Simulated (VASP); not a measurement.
# KBr (Fm-3m) in VASP: further runs, part 2 of 2

VASP 6.6.1. The steps go on from the part before.

### Step 4. Single point, PBEsol

INCAR

```
  PREC = Accurate
  ENCUT = 520
  EDIFF = 1E-6
  ISMEAR = 0
  SIGMA = 0.2
  LREAL = False
  LASPH = True
  NELM = 100
  ALGO = Normal
  ISIF = 2
  LWAVE = False
  LCHARG = False
  GGA = PS
  NBANDS = 15
```

KPOINTS

```
Automatic mesh
0
Gamma
  4 4 4
```

POSCAR

```
KBr
1.0
    0.0000000000      3.3024386828      3.3024386828
    3.3024386828      0.0000000000      3.3024386828
    3.3024386828      3.3024386828      0.0000000000
K Br
1 1
Direct
    0.0000000000      0.0000000000      0.0000000000
    0.5000000000      0.5000000000      0.5000000000
```

Potentials or basis: VASP PAW PBE potentials, release 64 (K_sv, Br).

On the command line:

```bash
> cat potpaw_PBE.64/K_sv/POTCAR potpaw_PBE.64/Br/POTCAR > POTCAR
> mpirun -np 1 vasp_std > vasp.out
```

OUTCAR:

```text
PREC = Accurate
   ENCUT = 520
   EDIFF = 1E-6
   ISMEAR = 0
   LREAL = False
   LASPH = True
   NELM = 100
   ISIF = 2
   GGA = PS

 ion  position               nearest neighbor table
   1  0.000  0.000  0.000-
   2  0.500  0.500  0.500-

  LATTYP: Found a face centered cubic cell.
 ALAT       =     6.6048773656

  Lattice vectors:

 A1 = (   0.0000000000,   3.3024386828,   3.3024386828)
 A2 = (   3.3024386828,   0.0000000000,   3.3024386828)
 A3 = (   3.3024386828,   3.3024386828,   0.0000000000)

Analysis of symmetry for initial positions (statically):
=====================================================================
 Subroutine PRICEL returns:
 Original cell was already a primitive cell.

 Routine SETGRP: Setting up the symmetry group for a
 face centered cubic supercell.

 Subroutine GETGRP returns: Found 48 space group operations
 (whereof 48 operations were pure point group operations)
 out of a pool of 48 trial point group operations.

The static configuration has the point symmetry O_h .

Analysis of symmetry for dynamics (positions and initial velocities):
=====================================================================
 Subroutine PRICEL returns:
 Original cell was already a primitive cell.

 Routine SETGRP: Setting up the symmetry group for a
 face centered cubic supercell.

 Subroutine GETGRP returns: Found 48 space group operations
 (whereof 48 operations were pure point group operations)
 out of a pool of 48 trial point group operations.

The dynamic configuration has the point symmetry O_h .

 Subroutine INISYM returns: Found 48 space group operations
 (whereof 48 operations are pure point group operations),
 and found     1 'primitive' translations

----------------------------------------------------------------------------------------

                                     Primitive cell
[... 101 lines left out ...]
   AEXX    =    0.0000 exact exchange contribution
   IVDW    =     0    specifies the selected vdW correction
   LEPSILON=     F    determine dielectric tensor
   LRPA    =     F    only Hartree local field effects (RPA)
 non-spin polarized calculation
 Gauss-broadening in eV      SIGMA  =   0.20
  energy-cutoff  :      520.00
  volume of cell :       72.03
 maximum number of plane-waves:      1964
 NGX is ok and might be reduce to    36
   NGX = 17   NGY = 17   NGZ = 17

 number of electron      15.9999997 magnetization

 Free energy of the ion-electron system (eV)
  ---------------------------------------------------
  ext. energy  EPLUGINS =         0.00000000
  ---------------------------------------------------
  free energy    TOTEN  =        -6.45804221 eV

  energy without entropy =       -6.45804221  energy(sigma->0) =       -6.45804221

 E-fermi :  -0.9533     XC(G=0):  -7.5358

 val. band max:       -1.8343272311   @ k =   0.0000   0.0000   0.0000
 cond. band min:       2.4388688979   @ k =   0.0000   0.0000   0.0000
 fundamental gap:      4.2731961290
 Fermi energy:        -0.9533253890

 k-point     1 :       0.0000    0.0000    0.0000
  band No.  band energies     occupation
      1     -29.4524      2.00000
      2     -14.1377      2.00000
      3     -12.9948      2.00000
      4     -12.9948      2.00000
      5     -12.9948      2.00000
      6      -1.8343      2.00000
      7      -1.8343      2.00000
      8      -1.8343      2.00000
      9       2.4389      0.00000
     10       5.6939      0.00000
     11       5.6939      0.00000
     12       5.6939      0.00000
     13       6.5304      0.00000
     14       6.5304      0.00000
[... 113 lines left out ...]
      2     -14.1277      2.00000
      3     -13.0600      2.00000
      4     -13.0600      2.00000
      5     -12.9071      2.00000
      6      -2.4342      2.00000
      7      -2.4342      2.00000
      8      -2.3812      2.00000
      9       5.4372      0.00000
     10       5.4372      0.00000
     11       6.3283      0.00000
     12       7.0732      0.00000
     13       8.7785      0.00000
     14       8.9609      0.00000
     15       9.1507      0.00000

------------------------ aborting loop because EDIFF is reached ----------------------------------------

  FORCE on cell =-STRESS in cart. coord.  units (eV):
  Direction    XX          YY          ZZ          XY          YZ          ZX
  --------------------------------------------------------------------------------------
  -------------------------------------------------------------------------------------
  Total       -0.1373213     -0.1373213     -0.1373213     -0.0000000     -0.0000000      0.0000000
  in kB       -3.0543174     -3.0543174     -3.0543174     -0.0000000     -0.0000000      0.0000000
  external PRESSURE =      -3.0543174 kB  Pullay stress =       0.0000000 kB

 VOLUME and BASIS-vectors are now :
 -----------------------------------------------------------------------------
  energy-cutoff  :      520.00
  volume of cell :       72.03
      direct lattice vectors                 reciprocal lattice vectors
     0.000000000  3.302438683  3.302438683    -0.151403265  0.151403265  0.151403265
     3.302438683  0.000000000  3.302438683     0.151403265 -0.151403265  0.151403265
     3.302438683  3.302438683  0.000000000     0.151403265  0.151403265 -0.151403265

 POSITION                                       TOTAL-FORCE (eV/Angst)
 -----------------------------------------------------------------------------------
      0.00000      0.00000      0.00000         0.000000     -0.000000      0.000000
      3.30244      3.30244      3.30244        -0.000000      0.000000     -0.000000
 -----------------------------------------------------------------------------------
    total drift:                                0.000000      0.000000      0.000000

  FREE ENERGIE OF THE ION-ELECTRON SYSTEM (eV)
  ---------------------------------------------------
  free  energy   TOTEN  =        -6.4580422142 eV

  energy  without entropy=       -6.4580422142  energy(sigma->0) =       -6.45804221
```

stdout:

```text
POSCAR found type information on POSCAR K Br
 POSCAR found :  2 types and       2 ions
 scaLAPACK will be used
 -----------------------------------------------------------------------------
|                                                                             |
|                                                                             |
|     You enforced a specific xc type in the INCAR file but a different       |
|     I HOPE YOU KNOW WHAT YOU ARE DOING!                                     |
|                                                                             |
 -----------------------------------------------------------------------------

 LDA part: xc-table for (Slater+PW92), standard interpolation
 POSCAR, INCAR and KPOINTS ok, starting setup
 FFT: planning ... GRIDC
 FFT: planning ... GRID_SOFT
 FFT: planning ... GRID
 WAVECAR not read
 entering main loop
```

Wall time 12 s (1 thread of Intel Xeon Platinum 8259CL at 2.50GHz (Skylake/Cascade Lake), shared host); peak memory 0.2 GiB.

Results:

```
Free energy            : -6.4580 eV
Pressure               : -0.3 GPa
Band gap on the k mesh : 4.27 eV
```

Caveat: the PAW data sets were made with another functional, which shifts forces and pressure a little.

### Step 5. Single point, PBEsol

INCAR

```
  ALGO = Normal
  EDIFF = 1E-6
  ENCUT = 520
  GGA = PS
  ISIF = 2
  ISMEAR = -5
  LASPH = True
  LCHARG = False
  LREAL = False
  LWAVE = False
  NBANDS = 15
  NELM = 80
  PREC = Accurate
  SIGMA = 0.1
```

KPOINTS

```
k-points
0
Gamma
  4 4 4
```

POSCAR is that of step 4.

Potentials or basis: VASP PAW PBE potentials, release 64 (K_sv, Br).

On the command line:

```bash
> cat potpaw_PBE.64/K_sv/POTCAR potpaw_PBE.64/Br/POTCAR > POTCAR
> mpirun -np 1 vasp_std > vasp.out
```

OUTCAR:

```text
EDIFF = 1E-6
   ENCUT = 520
   GGA = PS
   ISIF = 2
   ISMEAR = -5
   LASPH = True
   LREAL = False
   NELM = 80
   PREC = Accurate

 ion  position               nearest neighbor table
   1  0.000  0.000  0.000-
   2  0.500  0.500  0.500-

  LATTYP: Found a face centered cubic cell.
 ALAT       =     6.6048773656

  Lattice vectors:

 A1 = (   0.0000000000,   3.3024386828,   3.3024386828)
 A2 = (   3.3024386828,   0.0000000000,   3.3024386828)
 A3 = (   3.3024386828,   3.3024386828,   0.0000000000)

Analysis of symmetry for initial positions (statically):
=====================================================================
 Subroutine PRICEL returns:
 Original cell was already a primitive cell.

 Routine SETGRP: Setting up the symmetry group for a
 face centered cubic supercell.

 Subroutine GETGRP returns: Found 48 space group operations
 (whereof 48 operations were pure point group operations)
 out of a pool of 48 trial point group operations.

The static configuration has the point symmetry O_h .

Analysis of symmetry for dynamics (positions and initial velocities):
=====================================================================
 Subroutine PRICEL returns:
 Original cell was already a primitive cell.

 Routine SETGRP: Setting up the symmetry group for a
 face centered cubic supercell.

 Subroutine GETGRP returns: Found 48 space group operations
 (whereof 48 operations were pure point group operations)
 out of a pool of 48 trial point group operations.

The dynamic configuration has the point symmetry O_h .

 Subroutine INISYM returns: Found 48 space group operations
 (whereof 48 operations are pure point group operations),
 and found     1 'primitive' translations

----------------------------------------------------------------------------------------
[... 104 lines left out ...]
   LHFCALC =     F    Hartree Fock is set to
   AEXX    =    0.0000 exact exchange contribution
   IVDW    =     0    specifies the selected vdW correction
   LEPSILON=     F    determine dielectric tensor
   LRPA    =     F    only Hartree local field effects (RPA)
 non-spin polarized calculation
 Fermi weights with tetrahedron method with Bloechl corrections
  energy-cutoff  :      520.00
  volume of cell :       72.03
 maximum number of plane-waves:      1964
 NGX is ok and might be reduce to    36
   NGX = 17   NGY = 17   NGZ = 17

 number of electron      15.9999997 magnetization

 Free energy of the ion-electron system (eV)
  ---------------------------------------------------
  ext. energy  EPLUGINS =         0.00000000
  ---------------------------------------------------
  free energy    TOTEN  =        -6.45804221 eV

  energy without entropy =       -6.45804221  energy(sigma->0) =       -6.45804221

 E-fermi :  -1.7986     XC(G=0):  -7.5358

 val. band max:       -1.8343272311   @ k =   0.0000   0.0000   0.0000
 cond. band min:       2.4388688979   @ k =   0.0000   0.0000   0.0000
 fundamental gap:      4.2731961290
 Fermi energy:        -1.7986203984

 k-point     1 :       0.0000    0.0000    0.0000
  band No.  band energies     occupation
      1     -29.4524      2.00000
      2     -14.1377      2.00000
      3     -12.9948      2.00000
      4     -12.9948      2.00000
      5     -12.9948      2.00000
      6      -1.8343      2.00000
      7      -1.8343      2.00000
      8      -1.8343      2.00000
      9       2.4389      0.00000
     10       5.6939      0.00000
     11       5.6939      0.00000
     12       5.6939      0.00000
     13       6.5304      0.00000
     14       6.5304      0.00000
[... 113 lines left out ...]
      2     -14.1277      2.00000
      3     -13.0600      2.00000
      4     -13.0600      2.00000
      5     -12.9071      2.00000
      6      -2.4342      2.00000
      7      -2.4342      2.00000
      8      -2.3812      2.00000
      9       5.4372      0.00000
     10       5.4372      0.00000
     11       6.3283      0.00000
     12       7.0732      0.00000
     13       8.7785      0.00000
     14       8.9609      0.00000
     15       9.1507      0.00000

------------------------ aborting loop because EDIFF is reached ----------------------------------------

  FORCE on cell =-STRESS in cart. coord.  units (eV):
  Direction    XX          YY          ZZ          XY          YZ          ZX
  --------------------------------------------------------------------------------------
  -------------------------------------------------------------------------------------
  Total       -0.1373213     -0.1373213     -0.1373213      0.0000000      0.0000000      0.0000000
  in kB       -3.0543176     -3.0543176     -3.0543176      0.0000000      0.0000000      0.0000000
  external PRESSURE =      -3.0543176 kB  Pullay stress =       0.0000000 kB

 VOLUME and BASIS-vectors are now :
 -----------------------------------------------------------------------------
  energy-cutoff  :      520.00
  volume of cell :       72.03
      direct lattice vectors                 reciprocal lattice vectors
     0.000000000  3.302438683  3.302438683    -0.151403265  0.151403265  0.151403265
     3.302438683  0.000000000  3.302438683     0.151403265 -0.151403265  0.151403265
     3.302438683  3.302438683  0.000000000     0.151403265  0.151403265 -0.151403265

 POSITION                                       TOTAL-FORCE (eV/Angst)
 -----------------------------------------------------------------------------------
      0.00000      0.00000      0.00000        -0.000000     -0.000000     -0.000000
      3.30244      3.30244      3.30244         0.000000      0.000000      0.000000
 -----------------------------------------------------------------------------------
    total drift:                                0.000000      0.000000      0.000000

  FREE ENERGIE OF THE ION-ELECTRON SYSTEM (eV)
  ---------------------------------------------------
  free  energy   TOTEN  =        -6.4580422142 eV

  energy  without entropy=       -6.4580422142  energy(sigma->0) =       -6.45804221
```

stdout:

```text
POSCAR found type information on POSCAR K Br
 POSCAR found :  2 types and       2 ions
 scaLAPACK will be used
 -----------------------------------------------------------------------------
|                                                                             |
|                                                                             |
|     You enforced a specific xc type in the INCAR file but a different       |
|     I HOPE YOU KNOW WHAT YOU ARE DOING!                                     |
|                                                                             |
 -----------------------------------------------------------------------------

 LDA part: xc-table for (Slater+PW92), standard interpolation
 POSCAR, INCAR and KPOINTS ok, starting setup
 FFT: planning ... GRIDC
 FFT: planning ... GRID_SOFT
 FFT: planning ... GRID
 WAVECAR not read
 entering main loop
```

It took 11 s on 1 thread of Intel Xeon Platinum 8259CL at 2.50GHz (Skylake/Cascade Lake), shared host; peak memory 0.19 GiB.

What came out:

* Free energy: -6.4580 eV
* Pressure: -0.3 GPa
* Band gap on the k mesh: 4.27 eV

Caveat: the PAW data sets were made with another functional, which shifts forces and pressure a little.

### Step 6. Summary

```tsv
smearing	gap on the mesh (eV)	pressure (GPa)
gaussian 0.05 eV	4.27	-0.3
gaussian 0.01 eV	4.27	-0.3
gaussian 0.2 eV	4.27	-0.3
tetrahedron	4.27	-0.3
```

Alike in all rows: task single point; level PBEsol; potentials or basis VASP PAW PBE potentials, release 64 (K_sv, Br); no spin polarisation; cell as given; k mesh 4 × 4 × 4; cutoff (eV) 520.

Caveats: the PAW data sets were made with another functional, which shifts forces and pressure a little.

Total energies depend on the potentials used, so only differences within one code and one set of settings carry meaning.
